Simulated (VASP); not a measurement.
Here is a VASP 6.6.1 calculation.

INCAR

```
ALGO     = Normal         # electronic algorithm
EDIFF    = 1E-6           # SCF threshold, eV
ENCUT    = 520            # plane-wave cutoff, eV
GGA      = PE             # functional
ISIF     = 2              # what is computed and relaxed
ISMEAR   = -1             # smearing method
LASPH    = T              # aspherical terms in the spheres
LCHARG   = F              # write CHGCAR
LREAL    = F              # projectors in reciprocal space
LWAVE    = F              # write WAVECAR
NBANDS   = 16             # bands
NELM     = 80             # most SCF steps
PREC     = Accurate       # precision mode
SIGMA    = 0.02           # smearing width, eV
```

KPOINTS

```
k-points
0
Gamma
  8 8 8
```

POSCAR

```
CuI
1.0
    0.0000000000      3.0120291147      3.0120291147
    3.0120291147      0.0000000000      3.0120291147
    3.0120291147      3.0120291147      0.0000000000
Cu I
1 1
Direct
    0.0000000000      0.0000000000      0.0000000000
    0.2500000000      0.2500000000      0.2500000000
```

Potentials or basis: VASP PAW PBE potentials, release 64 (Cu, I).

Run with:

```console
$ cat potpaw_PBE.64/Cu/POTCAR potpaw_PBE.64/I/POTCAR > POTCAR
$ mpirun -np 1 vasp_std > vasp.out
```

Question: Estimate the pressure.

Answer: 1.1 GPa.

Question: Predict the band gap on the k mesh.

Answer: 1.20 eV.

Caveat: spin-orbit coupling is left out, which moves the levels of the heavy elements.
